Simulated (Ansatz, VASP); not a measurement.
**MnSb: VASP beside Ansatz**

```
CELL_PARAMETERS angstrom
0.00000 3.06935 3.06935
3.06935 0.00000 3.06935
3.06935 3.06935 0.00000
ATOMIC_POSITIONS crystal
Mn 0.00000 0.00000 0.00000
Sb 0.25000 0.25000 0.25000
```

Change from the starting cell: volume scaled by 0.98.

Alike in both runs: task single point; functional PBE; k mesh 10 × 10 × 10; occupations fermi-dirac, width 0.03 eV; collinear spin.

|  | VASP | Ansatz |
| --- | --- | --- |
| version | VASP 6.6.1 | Ansatz 0.2.0 |
| potentials or method | VASP PAW PBE potentials, release 64 (Mn_pv, Sb), cutoff 520 eV | all-electron LAPW, scalar-relativistic |

```tsv
	VASP	Ansatz	Ansatz less VASP
pressure (GPa)	0.9	0.9	+0.07
net moment per atom (μB)	2.00	2.00	+0.001
size of the moment on the site where the two differ most (μB)	3.87	3.94	+0.074
```

Site moments also hang on the region over which each program counts them. Ansatz ran all-electron here, and VASP with PAW potentials.

Spin-orbit coupling is off throughout.
